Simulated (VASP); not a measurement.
# Pb (Fm-3m) in VASP: further runs, part 2 of 2

VASP 6.6.1. The steps go on from the part before.

## 3. Relaxation of cell and atoms, PBEsol

This run uses another cell than the first one, of 30.32 Å³/atom, 1.013 times its volume.

Input file INCAR:

```
PREC = Accurate
ENCUT = 600
EDIFF = 1E-7
ISMEAR = -1
SIGMA = 0.05
LREAL = F
LASPH = T
NELM = 80
ALGO = Normal
ISIF = 3
LWAVE = F
LCHARG = F
GGA = PS
IBRION = 2
NSW = 80
EDIFFG = -0.005
```

Input file KPOINTS:

```
regular mesh
0
Gamma
  9 9 9
```

Input file POSCAR:

```
Pb
1.0
    0.0000000000      2.4750200000      2.4750200000
    2.4750200000      0.0000000000      2.4750200000
    2.4750200000      2.4750200000      0.0000000000
Pb
1
Direct
    0.0000000000      0.0000000000      0.0000000000
```

Potentials or basis: VASP PAW PBE potentials, release 64 (Pb_d).

Command:

```console
$ cat potpaw_PBE.64/Pb_d/POTCAR > POTCAR
$ mpirun -np 1 vasp_std > vasp.out
```

OUTCAR:

```text
PREC = Accurate
   ENCUT = 600
   EDIFF = 1E-7
   ISMEAR = -1
   LREAL = F
   LASPH = T
   NELM = 80
   ISIF = 3
   GGA = PS
   IBRION = 2
   NSW = 80
   EDIFFG = -0.005

 ion  position               nearest neighbor table
   1  0.000  0.000  0.000-

  LATTYP: Found a face centered cubic cell.
 ALAT       =     4.9500400000

  Lattice vectors:

 A1 = (   0.0000000000,   2.4750200000,   2.4750200000)
 A2 = (   2.4750200000,   0.0000000000,   2.4750200000)
 A3 = (   2.4750200000,   2.4750200000,   0.0000000000)

Analysis of symmetry for initial positions (statically):
=====================================================================
 Subroutine PRICEL returns:
 Original cell was already a primitive cell.

 Routine SETGRP: Setting up the symmetry group for a
 face centered cubic supercell.

 Subroutine GETGRP returns: Found 48 space group operations
 (whereof 48 operations were pure point group operations)
 out of a pool of 48 trial point group operations.

The static configuration has the point symmetry O_h .

Analysis of symmetry for dynamics (positions and initial velocities):
=====================================================================
 Subroutine PRICEL returns:
 Original cell was already a primitive cell.

 Routine SETGRP: Setting up the symmetry group for a
 face centered cubic supercell.

 Subroutine GETGRP returns: Found 48 space group operations
 (whereof 48 operations were pure point group operations)
 out of a pool of 48 trial point group operations.

The dynamic configuration has the point symmetry O_h .

 Subroutine INISYM returns: Found 48 space group operations
 (whereof 48 operations are pure point group operations),
 and found     1 'primitive' translations

----------------------------------------------------------------------------------------

                                     Primitive cell

  volume of cell :      30.3226

  direct lattice vectors                    reciprocal lattice vectors
     0.000000000  2.475020000  2.475020000    -0.202018570  0.202018570  0.202018570
     2.475020000  0.000000000  2.475020000     0.202018570 -0.202018570  0.202018570
     2.475020000  2.475020000  0.000000000     0.202018570  0.202018570 -0.202018570

  length of vectors
     3.500206851  3.500206851  3.500206851     0.349906427  0.349906427  0.349906427

  position of ions in fractional coordinates (direct lattice)
     0.000000000  0.000000000  0.000000000

  ion indices of the primitive-cell ions
   primitive index   ion index
                 1           1

----------------------------------------------------------------------------------------

 KPOINTS: regular mesh

Automatic generation of k-mesh.
 Grid dimensions read from file:
 generate k-points for:    9    9    9

 Generating k-lattice:

  Cartesian coordinates                     Fractional coordinates (reciprocal lattice)
    -0.022446508  0.022446508  0.022446508     0.111111111  0.000000000  0.000000000
     0.022446508 -0.022446508  0.022446508     0.000000000  0.111111111  0.000000000
     0.022446508  0.022446508 -0.022446508     0.000000000  0.000000000  0.111111111

  Length of vectors
     0.038878492  0.038878492  0.038878492

[... 43 lines left out ...]
 SYSTEM =  unknown system
   PREC   = accura    normal or accurate (medium, high low for compatibility)
   ISTART =      0    job   : 0-new  1-cont  2-samecut
   ICHARG =      2    charge: 1-file 2-atom 10-const
   ISPIN  =      1    spin polarized calculation?
   LNONCOLLINEAR =      F non collinear calculations
   LSORBIT =      F    spin-orbit coupling
   LASPH  =      T    aspherical Exc in radial PAW
   ENCUT  =  600.0 eV  44.10 Ry    6.64 a.u.   6.99  6.99  6.99*2*pi/ulx,y,z
   NELM   =     80;   NELMIN=  2; NELMDL= -5     # of ELM steps
   EDIFF  = 0.1E-06   stopping-criterion for ELM
   LREAL  =      F    real-space projection
   EDIFFG = -.5E-02   stopping-criterion for IOM
   NSW    =     80    number of steps for IOM
   IBRION =      2    ionic relax: 0-MD 1-quasi-New 2-CG
   NFREE  =      1    steps in history (QN), initial steepest desc. (CG)
   ISIF   =      3    stress and relaxation
   ISYM   =      2    0-nonsym 1-usesym 2-fastsym
   POTIM  = 0.5000    time-step for ionic-motion
   TEBEG  =    0.0;   TEEND  =   0.0 temperature during run
   PSTRESS=    0.0 pullay stress
   NELECT =      14.0000    total number of electrons
   NUPDOWN=      -1.0000    fix difference up-down
   EMIN   =  10.00;   EMAX   =-10.00  energy-range for DOS
   EFERMI =   0.00;   METHOD = LEGACY
   ISMEAR =    -1;   SIGMA  =   0.05  broadening in eV -4-tet -1-fermi 0-gaus
   EFERMI_NEDOS =   21; number of points for ismear=-14 and -15
   IALGO  =     38    algorithm
   IMIX   =      4    mixing-type and parameters
     AMIX     =   0.40;   BMIX     =  1.00
     AMIX_MAG =   1.60;   BMIX_MAG =  1.00
  volume/ion in A,a.u.               =      30.32       204.63
  Fermi-wavevector in a.u.,A,eV,Ry     =   1.265306  2.391081 21.782907  1.600999
  Thomas-Fermi vector in A             =   2.398566
   LORBIT       =      0    0 simple, 1 ext, 2 COOP (PROOUT), +10 PAW based schemes
   GGA     = PS    functional components
   LHFCALC =     F    Hartree Fock is set to
   AEXX    =    0.0000 exact exchange contribution
   IVDW    =     0    specifies the selected vdW correction
   LEPSILON=     F    determine dielectric tensor
   LRPA    =     F    only Hartree local field effects (RPA)
 conjugate gradient relaxation of ions
 non-spin polarized calculation
  energy-cutoff  :      600.00
  volume of cell :       30.32
 maximum number of plane-waves:      1022
   NGX = 13   NGY = 13   NGZ = 13

--------------------------------------- Ionic step        1  -------------------------------------------

 number of electron      13.9999999 magnetization

 Free energy of the ion-electron system (eV)
  ---------------------------------------------------
  ext. energy  EPLUGINS =         0.00000000
  ---------------------------------------------------
  free energy    TOTEN  =        -4.01738415 eV

  energy without entropy =       -4.01428211  energy(sigma->0) =       -4.01583313

------------------------ aborting loop because EDIFF is reached ----------------------------------------

  FORCE on cell =-STRESS in cart. coord.  units (eV):
  Direction    XX          YY          ZZ          XY          YZ          ZX
  --------------------------------------------------------------------------------------
  -------------------------------------------------------------------------------------
  Total       -0.1187519     -0.1187519     -0.1187519      0.0000000      0.0000000     -0.0000000
  in kB       -6.2745848     -6.2745848     -6.2745848      0.0000000      0.0000000     -0.0000000
  external PRESSURE =      -6.2745848 kB  Pullay stress =       0.0000000 kB
[... 57 lines left out ...]
--------------------------------------- Ionic step        3  -------------------------------------------

 number of electron      13.9999999 magnetization

 Free energy of the ion-electron system (eV)
  ---------------------------------------------------
  ext. energy  EPLUGINS =         0.00000000
  ---------------------------------------------------
  free energy    TOTEN  =        -4.01814798 eV

  energy without entropy =       -4.01509621  energy(sigma->0) =       -4.01662210

 E-fermi :   7.0861     XC(G=0): -10.4039

 val. band max:        6.8622591586   @ k =  -0.3333   0.3333   0.1111
 cond. band min:       7.0902040816   @ k =  -0.2222   0.3333   0.1111
 fundamental gap:      0.2279449229
 Fermi energy:         7.0860593198

 k-point     1 :       0.0000    0.0000    0.0000
  band No.  band energies     occupation
      1      -9.7546      2.00000
      2      -9.7546      2.00000
      3      -9.7546      2.00000
      4      -9.6068      2.00000
      5      -9.6068      2.00000
      6      -4.6126      2.00000
      7      14.7574      0.00000
      8      14.7574      0.00000
      9      14.7574      0.00000
     10      17.0162      0.00000
     11      18.7246      0.00000
[... 309 lines left out ...]
 k-point    24 :       0.4444    0.4444    0.0000
  band No.  band energies     occupation
      1      -9.9219      2.00000
      2      -9.8267      2.00000
      3      -9.4813      2.00000
      4      -9.4411      2.00000
      5      -9.4411      2.00000
      6       0.0764      2.00000
      7       4.4879      2.00000
      8       9.3981      0.00000
      9       9.3981      0.00000
     10      12.7434      0.00000
     11      13.9769      0.00000

 [... further k-points ...]

------------------------ aborting loop because EDIFF is reached ----------------------------------------

  FORCE on cell =-STRESS in cart. coord.  units (eV):
  Direction    XX          YY          ZZ          XY          YZ          ZX
  --------------------------------------------------------------------------------------
  -------------------------------------------------------------------------------------
  Total        0.0005879      0.0005879      0.0005879     -0.0000000     -0.0000000     -0.0000000
  in kB        0.0314674      0.0314674      0.0314674     -0.0000000     -0.0000000     -0.0000000
  external PRESSURE =       0.0314674 kB  Pullay stress =       0.0000000 kB
[... 16 lines left out ...]
  FREE ENERGIE OF THE ION-ELECTRON SYSTEM (eV)
  ---------------------------------------------------
  free  energy   TOTEN  =        -4.0181479841 eV

  energy  without entropy=       -4.0150962134  energy(sigma->0) =       -4.01662210

 reached required accuracy - stopping structural energy minimisation
```

CONTCAR:

```text
Pb
   1.00000000000000
     0.0000000000000000    2.4644205501391592    2.4644205501391592
     2.4644205501391592    0.0000000000000000    2.4644205501391592
     2.4644205501391592    2.4644205501391592    0.0000000000000000
  Pb
     1
Direct
     0.0000000000000000    0.0000000000000000    0.0000000000000000

  0.00000000E+00  0.00000000E+00  0.00000000E+00
```

It took 41 s on 1 thread of Intel Xeon 8259CL, shared host; peak memory 0.17 GiB.

What came out:

```
Free energy                            : -4.0181 eV
Relaxed volume                         : 29.93 Å³/atom
Relaxed cell                           : a = 3.485 Å, b = 3.485 Å, c = 3.485 Å, α = 60.00°, β = 60.00°, γ = 60.00°
Space group after relaxing (to 0.05 Å) : Fm-3m (No. 225)
Energy gained by relaxing              : 0.8 meV/atom
Ionic steps                            : 3
Pressure after relaxing                : 0.0 GPa
Band gap on the k mesh                 : zero (band 7 reaches 14.76 eV, above the bottom of band 8 at 5.66 eV)
```

The path:
```
step  energy change (eV)  largest force (eV/Å)  pressure (GPa)  volume (Å³)
   1              0.0000                0.0000           -0.63        30.32
   2             -0.0007                0.0000            0.22        29.80
   3             -0.0008                0.0000            0.00        29.93
```

Final structure:
```
CELL_PARAMETERS angstrom
0.00000 2.46442 2.46442
2.46442 0.00000 2.46442
2.46442 2.46442 0.00000
ATOMIC_POSITIONS crystal
Pb 0.00000 0.00000 0.00000
```

Caveat: the PAW data sets were made with another functional, which shifts forces and pressure a little; spin-orbit coupling is left out, which moves the levels of the heavy elements.

## 4. Relaxation of cell and atoms, PBEsol, target pressure 5 GPa, at which the enthalpy is minimised

This run uses another cell than the first one, of 30.32 Å³/atom, 1.013 times its volume.

Input file INCAR:

```
SYSTEM = Pb
PREC = Accurate
ENCUT = 600
EDIFF = 1E-7
ISMEAR = -1
SIGMA = 0.05
LREAL = .False.
LASPH = .True.
NELM = 60
ALGO = Normal
ISIF = 3
LWAVE = .False.
LCHARG = .False.
GGA = PS
IBRION = 2
NSW = 80
EDIFFG = -0.005
PSTRESS = 50.0
```

Input file KPOINTS:

```
regular mesh
0
Gamma
  9 9 9
  0 0 0
```

POSCAR is that of step 3.

Command:

```console
$ cat potpaw_PBE.64/Pb_d/POTCAR > POTCAR
$ mpirun -np 1 vasp_std > vasp.out
```

It took 51 s on 1 thread of Intel Xeon 8259CL, shared host; peak memory 0.17 GiB.

The run converged. Its results:

| Property | Result |
| --- | --- |
| Free energy | -3.9843 eV |
| Relaxed volume | 27.57 Å³/atom |
| Relaxed cell | a = 3.391 Å, b = 3.391 Å, c = 3.391 Å, α = 60.00°, β = 60.00°, γ = 60.00° |
| Space group after relaxing (to 0.05 Å) | Fm-3m (No. 225) |
| Energy change on relaxing (the enthalpy is what falls) | +33.1 meV/atom |
| Ionic steps | 3 |
| Pressure after relaxing | 5.0 GPa |
| Band gap on the k mesh | zero (band 7 reaches 16.39 eV, above the bottom of band 8 at 6.45 eV) |

The path:
| step | energy change (eV) | largest force (eV/Å) | pressure (GPa) | volume (Å³) |
| --- | --- | --- | --- | --- |
| 1 | 0.0000 | 0.0000 | -0.63 | 30.32 |
| 2 | 0.1112 | 0.0000 | 10.11 | 25.88 |
| 3 | 0.0331 | 0.0000 | 4.97 | 27.57 |

Final structure:
```yaml
crystal:
  lattice:
    - [0.00000, 2.39784, 2.39784]
    - [2.39784, 0.00000, 2.39784]
    - [2.39784, 2.39784, 0.00000]
  atoms:
    - { symbol: Pb, position: [0.00000, 0.00000, 0.00000] }
```

Levels at points of the mesh, in eV from the Fermi level:
| k point | band 3 | band 4 | band 5 | band 6 | band 7 | band 8 | band 9 | band 10 | band 11 |
| --- | --- | --- | --- | --- | --- | --- | --- | --- | --- |
| (0.00, 0.00, 0.00) | -16.87 | -16.68 | -16.68 | -12.26 | 8.38 | 8.38 | 8.38 | 10.01 | 12.74 |

Caveat: the cell is relaxed towards a set pressure, so the enthalpy falls and the energy may rise; the PAW data sets were made with another functional, which shifts forces and pressure a little; spin-orbit coupling is left out, which moves the levels of the heavy elements.

## 5. Overview

```tsv
task	cell	cutoff (eV)	gap on the mesh (eV)	pressure (GPa)
single point	a = 3.486 Å, angles 60.0°, 1 atom	520	none	-0.1
relaxation of cell and atoms	relaxed from a = 3.500 Å, angles 60.0°, 1 atom	600	none	0.0
relaxation of cell and atoms	relaxed to 5 GPa from a = 3.500 Å, angles 60.0°, 1 atom	600	none	5.0
```

Alike in all rows: level PBEsol; potentials or basis VASP PAW PBE potentials, release 64 (Pb_d); no spin polarisation; k mesh 9 × 9 × 9; smearing fermi-dirac 0.05 eV.

Caveats: the PAW data sets were made with another functional, which shifts forces and pressure a little; spin-orbit coupling is left out, which moves the levels of the heavy elements; the cell is relaxed towards a set pressure, so the enthalpy falls and the energy may rise (some runs).

Total energies depend on the potentials used, so only differences within one code and one set of settings carry meaning.

## 6. How close it comes

Step 3. The cell as given is a measured one (30.32 Å³/atom); PBEsol puts the equilibrium volume -1.3 % from it, thermal expansion not counted.
